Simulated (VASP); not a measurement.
# InP (I-4m2) in VASP: notebook, part 2 of 2

VASP 6.6.1.

## 4. Single point, HSE06 (epitaxial xy strain -4.0%)

POSCAR reads:

```
InP
1.0
    0.0000000000      2.8356361294      3.0770474638
    2.8356361294      0.0000000000      3.0770474638
    2.8356361294      2.8356361294      0.0000000000
In P
1 1
Direct
    0.0000000000      0.0000000000      0.0000000000
    0.2500000000      0.2500000000      0.2500000000
```

INCAR.step1 reads:

```
PREC = Accurate ; ENCUT = 520
EDIFF = 1E-5 ; ISMEAR = 0
SIGMA = 0.01 ; LREAL = False
LASPH = True ; NELM = 100
ALGO = Normal ; ISIF = 2
LWAVE = True ; LCHARG = False
GGA = PE ; NBANDS = 16
KPAR = 4
```

INCAR.step2 reads:

```
PREC = Accurate ; ENCUT = 520
EDIFF = 1E-6 ; ISMEAR = 0
SIGMA = 0.01 ; LREAL = False
LASPH = True ; NELM = 100
ALGO = Normal ; ISIF = 2
LWAVE = False ; LCHARG = False
GGA = PE ; LHFCALC = True
HFSCREEN = 0.2079 ; PRECFOCK = Normal
ISTART = 1 ; NBANDS = 16
KPAR = 4
```

KPOINTS reads:

```
Automatic mesh
0
Gamma
  6 6 6
```

Potentials or basis: VASP PAW PBE potentials, release 64 (In_d, P).

Launch:

```sh
$ cat potpaw_PBE.64/In_d/POTCAR potpaw_PBE.64/P/POTCAR > POTCAR
$ cp INCAR.step1 INCAR
$ mpirun -np 4 vasp_std > vasp.out
$ cp INCAR.step2 INCAR
$ mpirun -np 4 vasp_std > vasp.out
```

OUTCAR:

```text
PREC = Accurate
   ENCUT = 520
   EDIFF = 1E-6
   ISMEAR = 0
   LREAL = False
   LASPH = True
   NELM = 100
   ISIF = 2
   GGA = PE
   LHFCALC = True
   HFSCREEN = 0.2079
   PRECFOCK = Normal
   ISTART = 1

 ion  position               nearest neighbor table
   1  0.000  0.000  0.000-   2 2.53   2 2.53   2 2.53   2 2.53
   2  0.250  0.250  0.250-   1 2.53   1 2.53   1 2.53   1 2.53

  LATTYP: Found a body centered tetragonal cell.
 ALAT       =     4.0101950722
 C/A-ratio  =     1.5346123610

  Lattice vectors:

 A1 = (  -2.8356361294,   0.0000000000,   3.0770474638)
 A2 = (   2.8356361294,   0.0000000000,   3.0770474638)
 A3 = (   0.0000000000,   2.8356361294,  -3.0770474638)

Analysis of symmetry for initial positions (statically):
=====================================================================
 Subroutine PRICEL returns:
 Original cell was already a primitive cell.

 Routine SETGRP: Setting up the symmetry group for a
 body centered tetragonal supercell.

 Subroutine GETGRP returns: Found  8 space group operations
 (whereof  8 operations were pure point group operations)
 out of a pool of 16 trial point group operations.

The static configuration has the point symmetry D_2d.

Analysis of symmetry for dynamics (positions and initial velocities):
=====================================================================
 Subroutine PRICEL returns:
 Original cell was already a primitive cell.

 Routine SETGRP: Setting up the symmetry group for a
 body centered tetragonal supercell.

 Subroutine GETGRP returns: Found  8 space group operations
 (whereof  8 operations were pure point group operations)
 out of a pool of 16 trial point group operations.

The dynamic configuration has the point symmetry D_2d.

 Subroutine INISYM returns: Found  8 space group operations
 (whereof  8 operations are pure point group operations),
 and found     1 'primitive' translations

----------------------------------------------------------------------------------------

                                     Primitive cell

  volume of cell :      49.4840

  direct lattice vectors                    reciprocal lattice vectors
     0.000000000  2.835636129  3.077047464    -0.176327278  0.176327278  0.162493431
     2.835636129  0.000000000  3.077047464     0.176327278 -0.176327278  0.162493431
     2.835636129  2.835636129  0.000000000     0.176327278  0.176327278 -0.162493431

  length of vectors
     4.184382075  4.184382075  4.010195072     0.297635235  0.297635235  0.297635235

  position of ions in fractional coordinates (direct lattice)
     0.000000000  0.000000000  0.000000000
     0.250000000  0.250000000  0.250000000

  ion indices of the primitive-cell ions
   primitive index   ion index
                 1           1
                 2           2

----------------------------------------------------------------------------------------

 KPOINTS: Automatic mesh

Automatic generation of k-mesh.
 Grid dimensions read from file:
 generate k-points for:    6    6    6

 Generating k-lattice:
[... 22 lines left out ...]
  0.500000  0.000000  0.000000      4.000000
  0.166667  0.166667  0.000000      2.000000
  0.333333  0.166667  0.000000      8.000000
[... 16 lines left out ...]
  0.333333  0.000000  0.333333      4.000000
  0.500000  0.000000  0.333333     16.000000
 [... further k-points ...]
   k-points           NKPTS =     30   k-points in BZ     NKDIM =    216   number of bands    NBANDS=     16
   number of dos      NEDOS =    301   number of ions     NIONS =      2
   total plane-waves  NPLWV =  30720
   dimension x,y,z NGX =    32 NGY =   32 NGZ =   30
   dimension x,y,z NGXF=    64 NGYF=   64 NGZF=   60
   ions per type =               1   1
   NGX,Y,Z   is equivalent  to a cutoff of  12.71, 12.71, 12.44 a.u.
   NGXF,Y,Z  is equivalent  to a cutoff of  25.43, 25.43, 24.87 a.u.
 SYSTEM =  unknown system
   PREC   = accura    normal or accurate (medium, high low for compatibility)
   ISTART =      1    job   : 0-new  1-cont  2-samecut
   ICHARG =      0    charge: 1-file 2-atom 10-const
   ISPIN  =      1    spin polarized calculation?
   LNONCOLLINEAR =      F non collinear calculations
   LSORBIT =      F    spin-orbit coupling
   LASPH  =      T    aspherical Exc in radial PAW
   ENCUT  =  520.0 eV  38.22 Ry    6.18 a.u.   7.78  7.78  7.46*2*pi/ulx,y,z
   NELM   =    100;   NELMIN=  2; NELMDL=  0     # of ELM steps
   EDIFF  = 0.1E-05   stopping-criterion for ELM
   LREAL  =      F    real-space projection
   EDIFFG = 0.1E-04   stopping-criterion for IOM
   NSW    =      0    number of steps for IOM
   IBRION =     -1    ionic relax: 0-MD 1-quasi-New 2-CG
   NFREE  =      0    steps in history (QN), initial steepest desc. (CG)
   ISIF   =      2    stress and relaxation
   ISYM   =      3    0-nonsym 1-usesym 2-fastsym
   POTIM  = 0.5000    time-step for ionic-motion
   TEBEG  =    0.0;   TEEND  =   0.0 temperature during run
   PSTRESS=    0.0 pullay stress
   NELECT =      18.0000    total number of electrons
   NUPDOWN=      -1.0000    fix difference up-down
   EMIN   =  10.00;   EMAX   =-10.00  energy-range for DOS
   EFERMI =   0.00;   METHOD = LEGACY
   ISMEAR =     0;   SIGMA  =   0.01  broadening in eV -4-tet -1-fermi 0-gaus
   EFERMI_NEDOS =   21; number of points for ismear=-14 and -15
   IALGO  =     38    algorithm
   IMIX   =      1    mixing-type and parameters
     AMIX     =   0.40;   BMIX     =  1.00
     AMIX_MAG =   1.60;   BMIX_MAG =  1.00
  volume/ion in A,a.u.               =      24.74       166.97
  Fermi-wavevector in a.u.,A,eV,Ry     =   1.168631  2.208392 18.581443  1.365698
  Thomas-Fermi vector in A             =   2.305115
   LORBIT       =      0    0 simple, 1 ext, 2 COOP (PROOUT), +10 PAW based schemes
   GGA     = PE    functional components
   LHFCALC =     T    Hartree Fock is set to
   PRECFOCK=normal    Normal, Fast or Accurate (Low or Medium for compatibility)
   ENCUT4O =  -1.0   cutoff for four orbital integrals eV
   NKREDX  =     1    reduce k-point grid by
   NKREDY  =     1    reduce k-point grid by
   NKREDZ  =     1    reduce k-point grid by
   AEXX    =    0.2500 exact exchange contribution
   HFSCREEN=    0.2079 screening length (either q_TF or 0.3 A-1)
   HFSCREENC=   0.2079 screening length for correlation (either q_TF or 0.3 A-1)
   ENCUTFOCK=  -1.0 apply spherical cutoff to Coloumb kernel
   IVDW    =     0    specifies the selected vdW correction
   LEPSILON=     F    determine dielectric tensor
   LRPA    =     F    only Hartree local field effects (RPA)
 non-spin polarized calculation
 Gauss-broadening in eV      SIGMA  =   0.01
  energy-cutoff  :      520.00
  volume of cell :       49.48
 maximum number of plane-waves:      1356
  NGX = 24; NGY = 24; NGZ = 24

 number of electron      18.0000002 magnetization

 Free energy of the ion-electron system (eV)
  ---------------------------------------------------
  ext. energy  EPLUGINS =         0.00000000
  ---------------------------------------------------
  free energy    TOTEN  =        -9.93495091 eV

  energy without entropy =       -9.93495091  energy(sigma->0) =       -9.93495091

 E-fermi :   5.1821     XC(G=0):  -7.7954

 val. band max:        5.1080515769   @ k =   0.0000   0.0000   0.0000
 cond. band min:       6.5145961382   @ k =   0.0000   0.0000   0.0000
 fundamental gap:      1.4065445614
 Fermi energy:         5.1820594738

 k-point     1 :       0.0000    0.0000    0.0000
  band No.  band energies     occupation
      1     -10.9904      2.00000
      2     -10.9493      2.00000
      3     -10.9493      2.00000
      4     -10.8025      2.00000
      5     -10.7923      2.00000
      6      -7.8949      2.00000
[... 433 lines left out ...]
      3     -10.8673      2.00000
      4     -10.8462      2.00000
      5     -10.7576      2.00000
      6      -5.4049      2.00000
[... 8 lines left out ...]
     15      16.7902      0.00000
     16      18.6184      0.00000

 [... further k-points ...]

------------------------ aborting loop because EDIFF is reached ----------------------------------------

  FORCE on cell =-STRESS in cart. coord.  units (eV):
  Direction    XX          YY          ZZ          XY          YZ          ZX
  --------------------------------------------------------------------------------------
  -------------------------------------------------------------------------------------
  Total        1.2179189      1.2179189     -0.1436921      0.0000000      0.0000000      0.0000000
  in kB       39.4333567     39.4333567     -4.6524138      0.0000000      0.0000000      0.0000000
  external PRESSURE =      24.7380999 kB  Pullay stress =       0.0000000 kB

 VOLUME and BASIS-vectors are now :
 -----------------------------------------------------------------------------
  energy-cutoff  :      520.00
  volume of cell :       49.48
      direct lattice vectors                 reciprocal lattice vectors
     0.000000000  2.835636129  3.077047464    -0.176327278  0.176327278  0.162493431
     2.835636129  0.000000000  3.077047464     0.176327278 -0.176327278  0.162493431
     2.835636129  2.835636129  0.000000000     0.176327278  0.176327278 -0.162493431

 POSITION                                       TOTAL-FORCE (eV/Angst)
 -----------------------------------------------------------------------------------
      0.00000      0.00000      0.00000         0.000000      0.000000      0.000000
      1.41782      1.41782      1.53852        -0.000000     -0.000000     -0.000000
 -----------------------------------------------------------------------------------
    total drift:                                0.000004      0.000003      0.000002

  FREE ENERGIE OF THE ION-ELECTRON SYSTEM (eV)
  ---------------------------------------------------
  free  energy   TOTEN  =        -9.9349509122 eV

  energy  without entropy=       -9.9349509122  energy(sigma->0) =       -9.93495091
```

It took 47 min on 4 MPI ranks of Oxide Virtual Turin-like, shared host; peak memory 0.28 GiB.

What came out:

```
Free energy            : -9.9350 eV
Pressure               : 2.5 GPa
Band gap on the k mesh : 1.41 eV
```

Stress tensor (GPa, compression positive):
```
 3.94  0.00  0.00
 0.00  3.94  0.00
 0.00  0.00 -0.47
```

Caveat: the cell differs from its parent crystal (epitaxial xy strain -4.0%); the PAW data sets were made with another functional, which shifts forces and pressure a little; spin-orbit coupling is left out, which moves the levels of the heavy elements.

## 5. Overview

| level | spin | cell | k mesh | smearing | grid for exact exchange (PRECFOCK) | share of exact exchange | screening parameter | pressure (GPa) | moment (μB) |
| --- | --- | --- | --- | --- | --- | --- | --- | --- | --- |
| r2SCAN | non-collinear, zero start, SOC | a = 4.173, b = 4.173, c = 4.261 Å, angles 59.3, 59.3, 61.4°, 2 atoms | 8 × 8 × 8 | fermi-dirac 0.02 eV | - | - | - | -1.4 | 0.00 |
| r2SCAN | non-collinear, zero start, SOC | a = 4.171, b = 4.171, c = 4.303 Å, angles 58.9, 58.9, 62.1°, 2 atoms | 8 × 8 × 8 | fermi-dirac 0.02 eV | - | - | - | -1.9 | 0.00 |
| HSE06 | off | a = 4.184, b = 4.184, c = 4.010 Å, angles 61.4, 61.4, 57.3°, 2 atoms | 6 × 6 × 6 | gaussian 0.01 eV | Normal | 0.25 | 0.2079 1/Å | 2.5 | - |

Alike in all rows: task single point; potentials or basis VASP PAW PBE potentials, release 64 (In_d, P); cutoff (eV) 520.

Caveats: the PAW data sets were made with another functional, which shifts forces and pressure a little; spin-orbit coupling is left out, which moves the levels of the heavy elements (at least some runs).

Absolute energies hang on the potentials; compare differences alone.
